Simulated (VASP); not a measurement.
Li, 2 atoms in the cell. The structure is hexagonal, space group P6_3/mmc (No. 194). Conventional cell: a = 3.059 Å, b = 3.059 Å, c = 4.973 Å, α = 90.00°, β = 90.00°, γ = 120.00°. Li (site symmetry -6m2) has 12 Li at 3.05 to 3.06 Å within 4.0 Å. This isn't the form of Li at room conditions, which is bcc.

```yaml
Program: VASP 6.6.1
Task: single point
Functional: PBEsol
Potentials_or_basis: VASP PAW PBE potentials, release 64 (Li_sv)
Cutoff: 520 eV
k_mesh: 10 × 10 × 5
Occupations: fermi-dirac, width 0.05 eV
Spin: no spin polarisation
Dipole_correction: no
Further_INCAR_settings: ALGO = Fast; EDIFF = 1e-06; NBANDS = 10
```

Potentials or basis: VASP PAW PBE potentials, release 64 (Li_sv).

The run is started by

```console
$ cat potpaw_PBE.64/Li_sv/POTCAR > POTCAR
$ mpirun -np 1 vasp_std > vasp.out
```

Hardware: 1 thread of Intel Xeon 8259CL (shared host).

Problem. Estimate the wall time of this run.

Solution. Wall time 20 s on 1 thread of Intel Xeon 8259CL, with other jobs on the host, peak memory 0.15 GiB. Counts: scf iterations 13, k points 42.
